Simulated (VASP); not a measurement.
**Yb: single point with PBEsol**

Yb:

```
CELL_PARAMETERS angstrom
0.00000 2.74310 2.74310
2.74310 0.00000 2.74310
2.74310 2.74310 0.00000
ATOMIC_POSITIONS crystal
Yb 0.00000 0.00000 0.00000
```

```
Program             : VASP 6.6.1
Task                : single point
Functional          : PBEsol
Potentials or basis : VASP PAW PBE potentials, release 64 (Yb)
Cutoff              : 520 eV
k mesh              : 8 × 8 × 8
Occupations         : gaussian, width 0.1 eV
Spin                : collinear spin, ferromagnetic start
Starting moments    : [1.0] μB
```

```yaml
Pressure: -2.9 GPa
Band_gap_on_the_k_mesh: zero (filled and empty bands overlap)
Net_moment: 0.00 μB per cell
Valence_electrons_inside_the_program's_atomic_spheres: Yb 22.05
```

Levels at points of the mesh, in eV from the Fermi level:
Spin up:
| k point | band 9 | band 10 | band 11 | band 12 | band 13 | band 14 | band 15 | band 16 |
| --- | --- | --- | --- | --- | --- | --- | --- | --- |
| (0.00, 0.00, 0.00) | -0.32 | -0.25 | -0.25 | -0.25 | 2.70 | 2.70 | 2.70 | 4.55 |
| (0.50, 0.00, 0.00) | -0.33 | -0.26 | -0.26 | -0.24 | 0.14 | 2.52 | 2.52 | 5.88 |
| (0.50, 0.50, 0.00) | -0.32 | -0.29 | -0.27 | -0.27 | 0.27 | 1.30 | 5.90 | 6.26 |
Spin down:
```tsv
k point	band 8	band 9	band 10	band 11	band 12	band 13	band 14	band 15	band 16	band 17
(0.00, 0.00, 0.00)	-0.32	-0.32	-0.24	-0.24	-0.24	2.70	2.70	2.70	4.55	4.55
(0.50, 0.00, 0.00)	-0.33	-0.33	-0.26	-0.26	-0.24	0.14	2.52	2.52	5.88	5.88
(0.50, 0.50, 0.00)	-0.32	-0.32	-0.28	-0.27	-0.27	0.27	1.30	5.90	6.26	6.28
```

Run time: 110 s on 1 thread of Intel(R) Xeon(R) Platinum 8488C (Sapphire Rapids), with other jobs on the host, peak memory 0.23 GiB.

Caveat: the PAW data sets were made with another functional, which shifts forces and pressure a little; spin-orbit coupling is left out, which moves the levels of the heavy elements. The state reached can hang on the start; a lower one may exist.
